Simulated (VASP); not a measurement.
Set up this calculation in VASP 6.6.1, as the native input.

```
Task                   : single point
Functional             : PBEsol
Potentials or basis    : VASP PAW PBE potentials, release 64 (Bi_d)
Cutoff                 : 520 eV
k mesh                 : 8 × 8 × 4
Occupations            : fermi-dirac, width 0.05 eV
Spin                   : no spin polarisation
Dipole correction      : no
Further INCAR settings : ALGO = Fast; EDIFF = 1e-07; NBANDS = 22
```

The structure of Bi lies in POSCAR:

```
Bi
1.0
    3.2560010446      0.0000000000      0.0219266945
    0.0000000000      3.0750158163      0.0000000000
   -0.0372618810      0.0000000000      5.5986319727
Bi
2
Direct
    0.7503316003      0.0000000000      0.7500033218
    0.2496683997      0.0000000000      0.2499966782
```

This isn't the form of Bi at room conditions, which is rhombohedral.

The input as run:

INCAR

```
SYSTEM = Bi
ALGO = Fast
EDIFF = 1E-7
ENCUT = 520
GGA = PS
ISIF = 2
ISMEAR = -1
LASPH = .True.
LCHARG = .False.
LREAL = .False.
LWAVE = .False.
NBANDS = 22
NELM = 80
PREC = Accurate
SIGMA = 0.05
```

KPOINTS

```
k-points
0
Gamma
  8 8 4
  0 0 0
```

Potentials or basis: VASP PAW PBE potentials, release 64 (Bi_d).

The run is started by

```console
$ cat potpaw_PBE.64/Bi_d/POTCAR > POTCAR
$ mpirun -np 1 vasp_std > vasp.out
```

It gave:

```yaml
Pressure: 9.9 GPa
Band_gap_on_the_k_mesh: zero (bands 15 and 16 overlap by 6.61 eV)
```

Caveat: the cell stands under pressure; the PAW data sets were made with another functional, which shifts forces and pressure a little; spin-orbit coupling is left out, which moves the levels of the heavy elements.

Run time: 2.8 min on 1 thread of AMD EPYC 7R13, on a shared host, peak memory 0.19 GiB.
